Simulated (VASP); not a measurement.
Set up this calculation in VASP 6.6.1, as the native input.

| Property | Result |
| --- | --- |
| Task | single point |
| Functional | PBEsol |
| Dispersion | D3(BJ) |
| Potentials or basis | VASP PAW PBE potentials, release 64 (Hg) |
| Cutoff | 520 eV |
| k mesh | 18 × 18 × 10 |
| Occupations | gaussian, width 0.15 eV |
| Spin | no spin polarisation |
| Dipole correction | no |
| Further INCAR settings | ALGO = Fast; EDIFF = 1e-06; NBANDS = 19 |

The structure of Hg lies in POSCAR:

```
Hg
1.0
    3.1540667384      0.0000000000      0.0000000000
   -1.5770333692      2.7315019207      0.0000000000
    0.0000000000      0.0000000000      5.4194000000
Hg
2
Direct
    0.6666666667      0.3333333333      0.7500000000
    0.3333333333      0.6666666667      0.2500000000
```

The input as run:

INCAR

```
SYSTEM = Hg
PREC = Accurate
ENCUT = 520
EDIFF = 1E-6
ISMEAR = 0
SIGMA = 0.15
LREAL = .FALSE.
LASPH = .TRUE.
NELM = 100
ALGO = Fast
ISIF = 2
LWAVE = .FALSE.
LCHARG = .TRUE.
GGA = PS
IVDW = 12
LELF = .TRUE.
LVHAR = .TRUE.
NBANDS = 19
```

KPOINTS

```
regular mesh
0
G
  18 18 10
  0 0 0
```

Potentials or basis: VASP PAW PBE potentials, release 64 (Hg).

Launch:

```bash
$ cat potpaw_PBE.64/Hg/POTCAR > POTCAR
$ mpirun -np 1 vasp_std > vasp.out
```

It gave:

* Pressure: -2.3 GPa
* Band gap on the k mesh: zero (bands 12 and 13 overlap by 2.07 eV)
* Dispersion energy per atom: -0.427 eV

Caveat: the PAW data sets were made with another functional, which shifts forces and pressure a little; spin-orbit coupling is left out, which moves the levels of the heavy elements.

Run time: 2.7 min on 1 thread of Oxide Virtual Turin-like Processor, with other jobs on the host, peak memory 0.25 GiB.
